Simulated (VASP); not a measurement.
# Ti (Im-3m) in VASP: a series of runs

Ti is run at these levels: BLYP+D3(BJ), LDA; tasks: relaxation of cell and atoms.

All numbers are computed with VASP 6.6.1; they aren't measurements. Logs are shortened: lines on timing, memory, paths and dates and some standing lists are left out, and cuts for length are marked.

### Step 1. The cell of the first run

Symmetry: Im-3m, No. 229, cubic system. The conventional cell has a = 3.282 Å, b = 3.282 Å, c = 3.282 Å, α = 90.00°, β = 90.00°, γ = 90.00°. Ti (site symmetry m-3m) has 14 Ti at 2.84 to 3.28 Å within 3.7 Å.

### Step 2. Relaxation of cell and atoms, BLYP+D3(BJ)

Input file INCAR:

```
AGGAC = 1.0 ; AGGAX = 1.0
ALDAC = 0.0 ; ALDAX = 1.0
ALGO = Normal ; EDIFF = 1E-6
EDIFFG = -0.005 ; ENCUT = 600
GGA = B5 ; IBRION = 2
ISIF = 3 ; ISMEAR = 1
IVDW = 12 ; LASPH = T
LCHARG = F ; LREAL = F
LWAVE = F ; NELM = 100
NSW = 80 ; PREC = Accurate
SIGMA = 0.1 ; VDW_A1 = 0.4298
VDW_A2 = 4.2359 ; VDW_S6 = 1.0
VDW_S8 = 2.6996
```

Input file KPOINTS:

```
k-points
0
Gamma
  13 13 13
```

Input file POSCAR:

```
Ti
1.0
   -1.6410000000      1.6410000000      1.6410000000
    1.6410000000     -1.6410000000      1.6410000000
    1.6410000000      1.6410000000     -1.6410000000
Ti
1
Direct
    0.0000000000      0.0000000000      0.0000000000
```

Potentials or basis: VASP PAW PBE potentials, release 64 (Ti_sv).

On the command line:

```bash
$ cat potpaw_PBE.64/Ti_sv/POTCAR > POTCAR
$ mpirun -np 1 vasp_std > vasp.out
```

OUTCAR:

```text
EDIFF = 1E-6
   EDIFFG = -0.005
   ENCUT = 600
   GGA = B5
   IBRION = 2
   ISIF = 3
   ISMEAR = 1
   IVDW = 12
   LASPH = T
   LREAL = F
   NELM = 100
   NSW = 80
   PREC = Accurate
 IVDW          = 12

 ion  position               nearest neighbor table
   1  0.000  0.000  0.000-

  LATTYP: Found a body centered cubic cell.
 ALAT       =     3.2820000000

  Lattice vectors:

 A1 = (  -1.6410000000,   1.6410000000,   1.6410000000)
 A2 = (   1.6410000000,  -1.6410000000,   1.6410000000)
 A3 = (   1.6410000000,   1.6410000000,  -1.6410000000)

Analysis of symmetry for initial positions (statically):
=====================================================================
 Subroutine PRICEL returns:
 Original cell was already a primitive cell.

 Routine SETGRP: Setting up the symmetry group for a
 body centered cubic supercell.

 Subroutine GETGRP returns: Found 48 space group operations
 (whereof 48 operations were pure point group operations)
 out of a pool of 48 trial point group operations.

The static configuration has the point symmetry O_h .

Analysis of symmetry for dynamics (positions and initial velocities):
=====================================================================
 Subroutine PRICEL returns:
 Original cell was already a primitive cell.

 Routine SETGRP: Setting up the symmetry group for a
 body centered cubic supercell.

 Subroutine GETGRP returns: Found 48 space group operations
 (whereof 48 operations were pure point group operations)
 out of a pool of 48 trial point group operations.

The dynamic configuration has the point symmetry O_h .

 Subroutine INISYM returns: Found 48 space group operations
 (whereof 48 operations are pure point group operations),
 and found     1 'primitive' translations

----------------------------------------------------------------------------------------

                                     Primitive cell

  volume of cell :      17.6761

  direct lattice vectors                    reciprocal lattice vectors
    -1.641000000  1.641000000  1.641000000     0.000000000  0.304692261  0.304692261
     1.641000000 -1.641000000  1.641000000     0.304692261  0.000000000  0.304692261
     1.641000000  1.641000000 -1.641000000     0.304692261  0.304692261  0.000000000

  length of vectors
     2.842295375  2.842295375  2.842295375     0.430899928  0.430899928  0.430899928

  position of ions in fractional coordinates (direct lattice)
     0.000000000  0.000000000  0.000000000

  ion indices of the primitive-cell ions
   primitive index   ion index
                 1           1

----------------------------------------------------------------------------------------

 KPOINTS: k-points

Automatic generation of k-mesh.
 Grid dimensions read from file:
 generate k-points for:   13   13   13

 Generating k-lattice:

  Cartesian coordinates                     Fractional coordinates (reciprocal lattice)
     0.000000000  0.023437866  0.023437866     0.076923077  0.000000000  0.000000000
     0.023437866  0.000000000  0.023437866     0.000000000  0.076923077  0.000000000
     0.023437866  0.023437866  0.000000000     0.000000000  0.000000000  0.076923077

  Length of vectors
     0.033146148  0.033146148  0.033146148

  Shift w.r.t. Gamma in fractional coordinates (k-lattice)
     0.000000000  0.000000000  0.000000000

 Subroutine IBZKPT returns following result:
 ===========================================

 Found     84 irreducible k-points:

 Following reciprocal coordinates:
            Coordinates               Weight
  0.000000  0.000000  0.000000      1.000000
  0.076923  0.000000  0.000000     12.000000
  0.153846  0.000000  0.000000     12.000000
  0.230769  0.000000  0.000000     12.000000
  0.307692  0.000000  0.000000     12.000000
  0.384615  0.000000  0.000000     12.000000
[... 16 lines left out ...]
  0.153846  0.076923  0.076923     24.000000
  0.230769  0.076923  0.076923     24.000000
 [... further k-points ...]
   k-points           NKPTS =     84   k-points in BZ     NKDIM =     84   number of bands    NBANDS=     10
   number of dos      NEDOS =    301   number of ions     NIONS =      1
   total plane-waves  NPLWV =  13824
   dimension x,y,z NGX =    24 NGY =   24 NGZ =   24
   dimension x,y,z NGXF=    48 NGYF=   48 NGZF=   48
   ions per type =               1
   NGX,Y,Z   is equivalent  to a cutoff of  14.04, 14.04, 14.04 a.u.
   NGXF,Y,Z  is equivalent  to a cutoff of  28.08, 28.08, 28.08 a.u.
 SYSTEM =  unknown system
   PREC   = accura    normal or accurate (medium, high low for compatibility)
   ISTART =      0    job   : 0-new  1-cont  2-samecut
   ICHARG =      2    charge: 1-file 2-atom 10-const
   ISPIN  =      1    spin polarized calculation?
   LNONCOLLINEAR =      F non collinear calculations
   LSORBIT =      F    spin-orbit coupling
   LASPH  =      T    aspherical Exc in radial PAW
   ENCUT  =  600.0 eV  44.10 Ry    6.64 a.u.   5.68  5.68  5.68*2*pi/ulx,y,z
   NELM   =    100;   NELMIN=  2; NELMDL= -5     # of ELM steps
   EDIFF  = 0.1E-05   stopping-criterion for ELM
   LREAL  =      F    real-space projection
   EDIFFG = -.5E-02   stopping-criterion for IOM
   NSW    =     80    number of steps for IOM
   IBRION =      2    ionic relax: 0-MD 1-quasi-New 2-CG
   NFREE  =      1    steps in history (QN), initial steepest desc. (CG)
   ISIF   =      3    stress and relaxation
   ISYM   =      2    0-nonsym 1-usesym 2-fastsym
   POTIM  = 0.5000    time-step for ionic-motion
   TEBEG  =    0.0;   TEEND  =   0.0 temperature during run
   PSTRESS=    0.0 pullay stress
   NELECT =      12.0000    total number of electrons
   NUPDOWN=      -1.0000    fix difference up-down
   EMIN   =  10.00;   EMAX   =-10.00  energy-range for DOS
   EFERMI =   0.00;   METHOD = LEGACY
   ISMEAR =     1;   SIGMA  =   0.10  broadening in eV -4-tet -1-fermi 0-gaus
   EFERMI_NEDOS =   21; number of points for ismear=-14 and -15
   IALGO  =     38    algorithm
   IMIX   =      4    mixing-type and parameters
     AMIX     =   0.40;   BMIX     =  1.00
     AMIX_MAG =   1.60;   BMIX_MAG =  1.00
  volume/ion in A,a.u.               =      17.68       119.28
  Fermi-wavevector in a.u.,A,eV,Ry     =   1.438821  2.718977 28.166848  2.070205
  Thomas-Fermi vector in A             =   2.557745
   LORBIT       =      0    0 simple, 1 ext, 2 COOP (PROOUT), +10 PAW based schemes
   GGA     = B5    functional components
   LHFCALC =     F    Hartree Fock is set to
   AEXX    =    0.0000 exact exchange contribution
   IVDW    =    12    specifies the selected vdW correction
   LEPSILON=     F    determine dielectric tensor
   LRPA    =     F    only Hartree local field effects (RPA)
 conjugate gradient relaxation of ions
 non-spin polarized calculation
 Methfessel and Paxton  Order N= 1 SIGMA  =   0.10
  energy-cutoff  :      600.00
  volume of cell :       17.68
 maximum number of plane-waves:       606
   NGX = 11   NGY = 11   NGZ = 11

--------------------------------------- Ionic step        1  -------------------------------------------

 number of electron      12.0000001 magnetization

 Free energy of the ion-electron system (eV)
  ---------------------------------------------------
  ext. energy  EPLUGINS =         0.00000000
  ---------------------------------------------------
  free energy    TOTEN  =        -6.66340573 eV

  energy without entropy =       -6.66402675  energy(sigma->0) =       -6.66361274

------------------------ aborting loop because EDIFF is reached ----------------------------------------

 Edisp (eV)   -1.39410

 E8    (eV) :    -1.0635
[... 102 lines left out ...]
  FREE ENERGIE OF THE ION-ELECTRON SYSTEM (eV)
  ---------------------------------------------------
  free  energy   TOTEN  =        -8.1689853149 eV

  energy  without entropy=       -8.1666078465  energy(sigma->0) =       -8.16819283

 E-fermi :  10.0012     XC(G=0): -11.5657

 val. band max:        9.9951626611   @ k =  -0.3846  -0.4615   0.0769
 cond. band min:      10.0221381241   @ k =   0.2308   0.0769   0.0000
 fundamental gap:      0.0269754630
 Fermi energy:        10.0012216265

 k-point     1 :       0.0000    0.0000    0.0000
  band No.  band energies     occupation
      1     -46.1195      2.00000
      2     -21.9515      2.00000
      3     -21.9515      2.00000
      4     -21.9515      2.00000
      5       3.9994      2.00000
      6      10.9985     -0.00000
      7      10.9985     -0.00000
      8      10.9985     -0.00000
      9      13.0340      0.00000
     10      13.0340      0.00000
[... 287 lines left out ...]
 k-point    24 :       0.2308    0.0769    0.0769
  band No.  band energies     occupation
      1     -45.9572      2.00000
      2     -22.6746      2.00000
      3     -22.1659      2.00000
      4     -22.0081      2.00000
      5       7.0978      2.00000
      6       9.7048      2.00023
      7       9.9701      1.49919
      8      12.9169      0.00000
      9      13.2510      0.00000
     10      14.0576      0.00000

 [... further k-points ...]

[... ionic steps 4 to 17 ...]

--------------------------------------- Ionic step       18  -------------------------------------------

 number of electron      11.9999999 magnetization

------------------------ aborting loop because EDIFF is reached ----------------------------------------
[... 73 lines left out ...]
--------------------------------------- Ionic step       20  -------------------------------------------

 number of electron      11.9999999 magnetization

 Free energy of the ion-electron system (eV)
  ---------------------------------------------------
  ext. energy  EPLUGINS =         0.00000000
  ---------------------------------------------------
  free energy    TOTEN  =        -6.54454486 eV

  energy without entropy =       -6.54216553  energy(sigma->0) =       -6.54375175

 E-fermi :   9.9707     XC(G=0): -11.5533

 val. band max:        9.9641333468   @ k =  -0.3846  -0.4615   0.0769
 cond. band min:       9.9935272645   @ k =   0.2308   0.0769   0.0000
 fundamental gap:      0.0293939177
 Fermi energy:         9.9707239708

 k-point     1 :       0.0000    0.0000    0.0000
  band No.  band energies     occupation
      1     -46.1534      2.00000
      2     -21.9901      2.00000
      3     -21.9901      2.00000
      4     -21.9901      2.00000
      5       3.9733      2.00000
      6      10.9665     -0.00000
      7      10.9665     -0.00000
      8      10.9665     -0.00000
      9      12.9956      0.00000
     10      12.9956      0.00000
[... 287 lines left out ...]
 k-point    24 :       0.2308    0.0769    0.0769
  band No.  band energies     occupation
      1     -45.9927      2.00000
      2     -22.7075      2.00000
      3     -22.2028      2.00000
      4     -22.0462      2.00000
      5       7.0676      2.00000
      6       9.6771      2.00027
      7       9.9398      1.49716
      8      12.8787      0.00000
      9      13.2116      0.00000
     10      14.0146      0.00000

 [... further k-points ...]

------------------------ aborting loop because EDIFF is reached ----------------------------------------

 Edisp (eV)   -1.62444

 E8    (eV) :    -1.2408
[... 24 lines left out ...]
  FREE ENERGIE OF THE ION-ELECTRON SYSTEM (eV)
  ---------------------------------------------------
  free  energy   TOTEN  =        -8.1689858338 eV

  energy  without entropy=       -8.1666065049  energy(sigma->0) =       -8.16819272

 reached required accuracy - stopping structural energy minimisation
```

Wall time 4.1 min (1 thread of AMD EPYC 7R43 (Zen 3), shared host); peak memory 0.14 GiB.

What came out:

```yaml
Free_energy: -8.1690 eV
Relaxed_volume: 15.29 Å³/atom
Relaxed_cell: a = 2.708 Å, b = 2.708 Å, c = 2.708 Å, α = 109.47°, β = 109.47°, γ = 109.47°
Space_group_after_relaxing_to_0.05_Å: Im-3m (No. 229)
Energy_gained_by_relaxing: 111.5 meV/atom
Ionic_steps: 20
Pressure_after_relaxing: 0.0 GPa
Band_gap_on_the_k_mesh: zero (band 6 reaches 10.97 eV, above the bottom of band 7 at 9.40 eV)
Dispersion_energy_per_atom: -1.624 eV
```

The path:
```csv
step,energy change (eV),largest force (eV/Å),pressure (GPa),volume (Å³)
1,0.0000,0.0000,-13.59,17.68
2,-0.0743,0.0000,10.64,14.11
3,-0.1115,0.0000,-0.15,15.30
4,-0.1114,0.0000,0.27,15.25
5,-0.1115,0.0000,-0.12,15.31
6,-0.1115,0.0000,-0.05,15.30
7,-0.1115,0.0000,-0.08,15.29
8,-0.1115,0.0000,0.12,15.27
9,-0.1115,0.0000,0.11,15.28
10,-0.1115,0.0000,0.10,15.29
11,-0.1115,0.0000,0.10,15.29
12,-0.1115,0.0000,0.09,15.29
13,-0.1115,0.0000,0.08,15.29
14,-0.1115,0.0000,-0.09,15.31
15,-0.1115,0.0000,-0.10,15.30
16,-0.1115,0.0000,-0.09,15.30
17,-0.1115,0.0000,-0.08,15.30
18,-0.1115,0.0000,-0.07,15.29
19,-0.1115,0.0000,-0.05,15.29
20,-0.1115,0.0000,-0.04,15.29
```

Final structure:
```yaml
crystal:
  lattice:
    - [-1.56369, 1.56369, 1.56369]
    - [1.56369, -1.56369, 1.56369]
    - [1.56369, 1.56369, -1.56369]
  atoms:
    - { symbol: Ti, position: [0.00000, 0.00000, 0.00000] }
```

Levels at points of the mesh, in eV from the Fermi level:
| k point | band 3 | band 4 | band 5 | band 6 | band 7 | band 8 | band 9 | band 10 |
| --- | --- | --- | --- | --- | --- | --- | --- | --- |
| (0.00, 0.00, 0.00) | -31.96 | -31.96 | -6.00 | 1.00 | 1.00 | 1.00 | 3.02 | 3.02 |

Caveat: the PAW data sets were made with another functional, which shifts forces and pressure a little; the volume moved by -13 % from the deposited cell, more than functionals usually miss; pairwise dispersion overbinds metals, which lowers pressure and volume.

### Step 3. Relaxation of cell and atoms, LDA

Input file INCAR:

```
PREC = Accurate
ENCUT = 600
EDIFF = 1E-6
ISMEAR = 1
SIGMA = 0.1
LREAL = False
LASPH = True
NELM = 80
ALGO = Normal
ISIF = 3
LWAVE = False
LCHARG = False
GGA = CA
IBRION = 2
NSW = 80
EDIFFG = -0.005
```

Input file KPOINTS:

```
Automatic mesh
0
Gamma
  13 13 13
```

POSCAR is that of step 2.

Potentials or basis: VASP PAW LDA potentials, release 64 (Ti_sv).

On the command line:

```bash
$ cat potpaw_LDA.64/Ti_sv/POTCAR > POTCAR
$ mpirun -np 1 vasp_std > vasp.out
```

Wall time 44 s (1 thread of AMD EPYC 7R43 (Zen 3), shared host); peak memory 0.11 GiB.

Results (log left out):

| Property | Result |
| --- | --- |
| Free energy | -8.4611 eV |
| Relaxed volume | 15.85 Å³/atom |
| Relaxed cell | a = 2.741 Å, b = 2.741 Å, c = 2.741 Å, α = 109.47°, β = 109.47°, γ = 109.47° |
| Space group after relaxing (to 0.05 Å) | Im-3m (No. 229) |
| Energy gained by relaxing | 67.8 meV/atom |
| Ionic steps | 3 |
| Pressure after relaxing | 0.0 GPa |
| Band gap on the k mesh | zero (band 6 reaches 9.85 eV, above the bottom of band 7 at 8.29 eV) |

Step by step:
```
step  energy change (eV)  largest force (eV/Å)  pressure (GPa)  volume (Å³)
   1              0.0000                0.0000          -10.97        17.68
   2             -0.0373                0.0000            9.38        14.76
   3             -0.0678                0.0000            0.02        15.85
```

Final structure:
```xyz
1
Lattice="-1.5825 1.5825 1.5825 1.5825 -1.5825 1.5825 1.5825 1.5825 -1.5825" Properties=species:S:1:pos:R:3 pbc="T T T"
Ti    0.0000    0.0000    0.0000
```

Levels at points of the mesh, in eV from the Fermi level:
```
           k point  band 4  band 5  band 6  band 7  band 8  band 9
(0.00, 0.00, 0.00)  -31.78   -6.05    1.01    1.01    1.01    3.00
```

Caveat: the volume moved by -10 % from the deposited cell, more than functionals usually miss.
